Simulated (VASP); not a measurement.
Input of a VASP 6.6.1 run:

INCAR

```
SYSTEM = Si2W
PREC     = Accurate       ! precision mode
ENCUT    = 600            ! plane-wave cutoff, eV
EDIFF    = 1E-6           ! SCF threshold, eV
ISMEAR   = -1             ! smearing method
SIGMA    = 0.05           ! smearing width, eV
LREAL    = .FALSE.        ! projectors in reciprocal space
LASPH    = .TRUE.         ! aspherical terms in the spheres
NELM     = 80             ! most SCF steps
ALGO     = Normal         ! electronic algorithm
ISIF     = 3              ! what is computed and relaxed
LWAVE    = .FALSE.        ! write WAVECAR
LCHARG   = .FALSE.        ! write CHGCAR
GGA      = PE             ! functional
IBRION   = 2              ! ionic algorithm
NSW      = 60             ! ionic steps
EDIFFG   = -0.005         ! ionic threshold
PSTRESS  = 1700.0
```

Contents of KPOINTS:

```
regular mesh
0
G
  10 10 10
  0 0 0
```

The input POSCAR:

```
Si2W
1.0
    0.0000000000      2.4303101175      2.4303101175
    2.4303101175      0.0000000000      2.4303101175
    2.4303101175      2.4303101175      0.0000000000
W Si
1 2
Direct
    0.0000000000      0.0000000000      0.0000000000
    0.2500000000      0.2500000000      0.2500000000
    0.7500000000      0.7500000000      0.7500000000
```

Potentials or basis: VASP PAW PBE potentials, release 64 (W_sv, Si).

Run with:

```console
$ cat potpaw_PBE.64/W_sv/POTCAR potpaw_PBE.64/Si/POTCAR > POTCAR
$ mpirun -np 1 vasp_std > vasp.out
```

What does it give for the relaxed cell?

a = 3.557 Å, b = 3.557 Å, c = 3.557 Å, α = 60.00°, β = 60.00°, γ = 60.00°.

What does it give for the relaxed volume?

10.61 Å³/atom.

The path:
```
step  energy change (eV)  largest force (eV/Å)  pressure (GPa)  volume (Å³)
   1              0.0000                0.0000          253.80        28.71
   2            -10.8264                0.0000           -8.74        54.93
   3             -5.1408                0.0000          147.87        32.91
   4             -4.1453                0.0000          168.56        31.90
   5             -4.0755                0.0000          169.99        31.83
```

Caveat: the cell is relaxed towards a set pressure, so the enthalpy falls and the energy may rise.
